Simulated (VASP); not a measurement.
# SnO2 (Pbcn) in VASP: further runs, part 2 of 2

VASP 6.6.1. Earlier steps stand in the parts before.

**5. Single point, PBE (13.81 Å³/atom)**

This run uses another cell than the first one, of 13.81 Å³/atom.

Contents of INCAR:

```
PREC = Accurate ; ENCUT = 520
EDIFF = 1E-6 ; ISMEAR = 0
SIGMA = 0.05 ; LREAL = False
LASPH = True ; NELM = 100
ALGO = Normal ; ISIF = 2
LWAVE = False ; LCHARG = False
GGA = PE ; NBANDS = 64
```

Contents of KPOINTS:

```
regular mesh
0
Gamma
  6 6 6
```

Contents of POSCAR:

```
SnO2
1.0
    5.1094128036      0.0000000000      0.0000000000
    0.0000000000      5.7332400328      0.0000000000
    0.0000000000      0.0000000000      5.6588682275
Sn O
4 8
Direct
    0.5000000000      0.6651654903      0.7500000000
    0.0000000000      0.8348345097      0.2500000000
    0.5000000000      0.3348345097      0.2500000000
    0.0000000000      0.1651654903      0.7500000000
    0.7301204269      0.6070551965      0.0781681516
    0.2301204269      0.8929448035      0.9218318484
    0.7698795731      0.8929448035      0.5781681516
    0.2698795731      0.6070551965      0.4218318484
    0.7301204269      0.3929448035      0.5781681516
    0.2301204269      0.1070551965      0.4218318484
    0.7698795731      0.1070551965      0.0781681516
    0.2698795731      0.3929448035      0.9218318484
```

Potentials or basis: VASP PAW PBE potentials, release 64 (Sn_d, O).

Launch:

```sh
cat potpaw_PBE.64/Sn_d/POTCAR potpaw_PBE.64/O/POTCAR > POTCAR
mpirun -np 1 vasp_std > vasp.out
```

OUTCAR:

```text
PREC = Accurate
   ENCUT = 520
   EDIFF = 1E-6
   ISMEAR = 0
   LREAL = False
   LASPH = True
   NELM = 100
   ISIF = 2
   GGA = PE

 ion  position               nearest neighbor table
   1  0.500  0.665  0.750-   6 2.13   7 2.13   9 2.18  12 2.18   5 2.22   8 2.22   3 3.40   3 3.40

   2  0.000  0.835  0.250-   5 2.13   8 2.13  10 2.18  11 2.18   7 2.22   6 2.22   4 3.40   4 3.40

   3  0.500  0.335  0.250-  10 2.13  11 2.13   5 2.18   8 2.18   9 2.22  12 2.22   1 3.40   1 3.40

   4  0.000  0.165  0.750-   9 2.13  12 2.13   6 2.18   7 2.18  11 2.22  10 2.22   2 3.40   2 3.40

[... 1843 lines left out ...]

 VOLUME and BASIS-vectors are now :
 -----------------------------------------------------------------------------
  energy-cutoff  :      520.00
  volume of cell :      165.77
      direct lattice vectors                 reciprocal lattice vectors
     5.109412804  0.000000000  0.000000000     0.195717206  0.000000000  0.000000000
     0.000000000  5.733240033  0.000000000     0.000000000  0.174421443  0.000000000
     0.000000000  0.000000000  5.658868228     0.000000000  0.000000000  0.176713781

 POSITION                                       TOTAL-FORCE (eV/Angst)
 -----------------------------------------------------------------------------------
      2.55471      3.81355      4.24415        -0.000000     -0.198296      0.000000
      0.00000      4.78631      1.41472        -0.000000      0.198296      0.000000
      2.55471      1.91969      1.41472        -0.000000      0.198296     -0.000000
      0.00000      0.94693      4.24415        -0.000000     -0.198296     -0.000000
      3.73049      3.48039      0.44234        -0.363305     -0.030700     -0.023822
      1.17578      5.11947      5.21652        -0.363305      0.030700      0.023822
      3.93363      5.11947      3.27178         0.363305      0.030700     -0.023822
      1.37893      3.48039      2.38709         0.363305     -0.030700      0.023822
      3.73049      2.25285      3.27178        -0.363305      0.030700     -0.023822
      1.17578      0.61377      2.38709        -0.363305     -0.030700      0.023822
      3.93363      0.61377      0.44234         0.363305     -0.030700     -0.023822
      1.37893      2.25285      5.21652         0.363305      0.030700      0.023822
 -----------------------------------------------------------------------------------
    total drift:                               -0.000000     -0.000000      0.000000

  FREE ENERGIE OF THE ION-ELECTRON SYSTEM (eV)
  ---------------------------------------------------
  free  energy   TOTEN  =       -73.1869369394 eV

  energy  without entropy=      -73.1862978718  energy(sigma->0) =      -73.18661741
```

stdout:

```text
POSCAR found type information on POSCAR SnO
 POSCAR found :  2 types and      12 ions
 scaLAPACK will be used
 LDA part: xc-table for (Slater+PW92), standard interpolation
 POSCAR, INCAR and KPOINTS ok, starting setup
 FFT: planning ... GRIDC
 FFT: planning ... GRID_SOFT
 FFT: planning ... GRID
 WAVECAR not read
 entering main loop
```

It took 6.8 min on 1 thread of Intel Xeon Platinum 8488C (Sapphire Rapids), shared host; peak memory 0.58 GiB.

Results:

```yaml
Free_energy: -73.1869 eV
Pressure: -15.2 GPa
Largest_force: 0.365 eV/Å
Band_gap_on_the_k_mesh: zero (bands 52 and 53 overlap by 0.03 eV)
```

Forces in eV/Å, atoms in the order of the input:
```
Sn   0.000 -0.198  0.000
Sn   0.000  0.198  0.000
Sn   0.000  0.198  0.000
Sn   0.000 -0.198  0.000
O   -0.363 -0.031 -0.024
O   -0.363  0.031  0.024
O    0.363  0.031 -0.024
O    0.363 -0.031  0.024
O   -0.363  0.031 -0.024
O   -0.363 -0.031  0.024
O    0.363 -0.031 -0.024
O    0.363  0.031  0.024
```

Caveat: the cell stands under tension; semilocal functionals underestimate gaps, so a narrow gap can read as zero; spin-orbit coupling is left out, which moves the levels of the heavy elements.

**6. Single point, PBE (10.36 Å³/atom)**

This run uses another cell than the first one, of 10.36 Å³/atom.

Contents of INCAR:

```
SYSTEM = SnO2
ALGO = Normal
EDIFF = 1E-6
ENCUT = 520
GGA = PE
ISIF = 2
ISMEAR = 0
LASPH = .True.
LCHARG = .False.
LREAL = .False.
LWAVE = .False.
NBANDS = 64
NELM = 60
PREC = Accurate
SIGMA = 0.05
```

Contents of KPOINTS:

```
k-points
0
Gamma
  6 6 6
  0 0 0
```

POSCAR: that of step 5 with these lines changed.

```diff
@@ -2,5 +2,5 @@
 1.0
-    5.1094128036      0.0000000000      0.0000000000
-    0.0000000000      5.7332400328      0.0000000000
-    0.0000000000      0.0000000000      5.6588682275
+    4.4302081060      0.0000000000      0.0000000000
+    0.0000000000      5.7197372102      0.0000000000
+    0.0000000000      0.0000000000      4.9066232962
 Sn O
```

Potentials or basis: VASP PAW PBE potentials, release 64 (Sn_d, O).

Launch:

```sh
cat potpaw_PBE.64/Sn_d/POTCAR potpaw_PBE.64/O/POTCAR > POTCAR
mpirun -np 1 vasp_std > vasp.out
```

It took 7.2 min on 1 thread of Intel Xeon Platinum 8259CL at 2.50GHz (Skylake/Cascade Lake), shared host; peak memory 0.48 GiB.

The run converged. Its results:

```yaml
Free_energy: -70.9236 eV
Pressure: 50.6 GPa
Largest_force: 1.244 eV/Å
Band_gap_on_the_k_mesh: 3.06 eV (least direct gap 3.09 eV)
```

Forces on the atoms (eV/Å):
```
Sn   0.000  0.546  0.000
Sn   0.000 -0.546  0.000
Sn   0.000 -0.546  0.000
Sn   0.000  0.546  0.000
O    1.034 -0.314  0.616
O    1.034  0.314 -0.616
O   -1.034  0.314  0.616
O   -1.034 -0.314 -0.616
O    1.034  0.314  0.616
O    1.034 -0.314 -0.616
O   -1.034 -0.314  0.616
O   -1.034  0.314 -0.616
```

Stress tensor (GPa, compression positive):
```
50.11  0.00  0.00
 0.00 40.02  0.00
 0.00  0.00 61.58
```

Levels at points of the mesh, in eV from the valence-band top:
```tsv
k point	band 49	band 50	band 51	band 52	band 53	band 54	band 55	band 56
(0.00, 0.00, 0.00)	-0.44	-0.40	-0.04	-0.03	3.06	7.57	7.82	7.98
(0.50, 0.00, 0.00)	-0.39	-0.39	-0.09	-0.09	6.10	6.10	6.91	6.91
(0.00, 0.50, 0.00)	-0.88	-0.88	-0.05	-0.05	5.69	5.69	8.58	8.58
(0.50, 0.50, 0.00)	-0.46	-0.46	-0.14	-0.14	6.67	6.67	7.82	7.82
(0.00, 0.00, 0.50)	-0.33	-0.33	-0.13	-0.13	6.13	6.13	7.81	7.81
(0.50, 0.00, 0.50)	-0.33	-0.33	-0.33	-0.33	6.60	6.60	6.60	6.60
(0.00, 0.50, 0.50)	-0.29	-0.29	-0.29	-0.29	7.26	7.26	7.26	7.26
(0.50, 0.50, 0.50)	-0.34	-0.34	-0.34	-0.34	7.08	7.08	7.08	7.08
```

Caveat: the cell stands under pressure; spin-orbit coupling is left out, which moves the levels of the heavy elements; forces of over 1 eV/Å act on the atoms, so gaps and moduli don't describe the material at rest. A k mesh can miss the band edges.

**7. Summary**

```csv
cell,gap on the mesh (eV),pressure (GPa),largest force (eV/Å)
"a = 4.882, b = 6.055, c = 5.407 Å, 12 atoms",0.29,-11.1,0.16
"a = 4.560, b = 5.656, c = 5.050 Å, 12 atoms",2.51,33.0,0.62
"a = 4.975, b = 6.048, c = 5.510 Å, 12 atoms",-,-15.2,0.25
"a = 5.109, b = 5.733, c = 5.659 Å, 12 atoms",none,-15.2,0.37
"a = 4.430, b = 5.720, c = 4.907 Å, 12 atoms",3.06,50.6,1.24
```

Alike in all rows: task single point; level PBE; potentials or basis VASP PAW PBE potentials, release 64 (Sn_d, O); no spin polarisation; k mesh 6 × 6 × 6; cutoff (eV) 520; smearing gaussian 0.05 eV.

Caveats: spin-orbit coupling is left out, which moves the levels of the heavy elements; the cell stands under tension (at least some runs); the cell stands under pressure (at least some runs); semilocal functionals underestimate gaps, so a narrow gap can read as zero (at least some runs); forces of over 1 eV/Å act on the atoms, so gaps and moduli don't describe the material at rest (at least some runs).

Total energies depend on the potentials used, so only differences within one code and one set of settings carry meaning.
